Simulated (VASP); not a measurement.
Write the native input for VASP 6.6.1 that does the following.

```
Task                   : single point
Functional             : PBEsol
Potentials or basis    : VASP PAW PBE potentials, release 64 (Mg)
Cutoff                 : 520 eV
k mesh                 : 8 × 8 × 5
Occupations            : methfessel-paxton, width 0.02 eV
Spin                   : no spin polarisation
Dipole correction      : no
Further INCAR settings : ALGO = Normal; EDIFF = 1e-06; NBANDS = 9
```

The structure of Mg lies in POSCAR:

```
Mg
1.0
    3.1744421555      0.0000000000      0.0000000000
   -1.5872210778      2.7491475495      0.0000000000
    0.0000000000      0.0000000000      5.1718780988
Mg
2
Direct
    0.3333333333      0.6666666667      0.2500000000
    0.6666666667      0.3333333333      0.7500000000
```

The input as run:

INCAR

```
SYSTEM = Mg
ALGO     = Normal         ! electronic algorithm
EDIFF    = 1E-6           ! SCF threshold, eV
ENCUT    = 520            ! plane-wave cutoff, eV
GGA      = PS             ! functional
ISIF     = 2              ! what is computed and relaxed
ISMEAR   = 1              ! smearing method
LASPH    = .TRUE.         ! aspherical terms in the spheres
LCHARG   = .FALSE.        ! write CHGCAR
LREAL    = .FALSE.        ! projectors in reciprocal space
LWAVE    = .FALSE.        ! write WAVECAR
NBANDS   = 9              ! bands
NELM     = 60             ! most SCF steps
PREC     = Accurate       ! precision mode
SIGMA    = 0.02           ! smearing width, eV
```

KPOINTS

```
k-points
0
G
  8 8 5
  0 0 0
```

Potentials or basis: VASP PAW PBE potentials, release 64 (Mg).

The run is started by

```bash
$ cat potpaw_PBE.64/Mg/POTCAR > POTCAR
$ mpirun -np 1 vasp_std > vasp.out
```

It gave:

```json
{"Pressure": "0.0 GPa", "Band gap on the k mesh": "zero (bands 2 and 3 overlap by 2.28 eV)"}
```

Caveat: the PAW data sets were made with another functional, which shifts forces and pressure a little.

Run time: 3.5 s on 1 thread of Intel(R) Xeon(R) 6975P-C (Granite Rapids), on a shared host, peak memory 0.15 GiB.
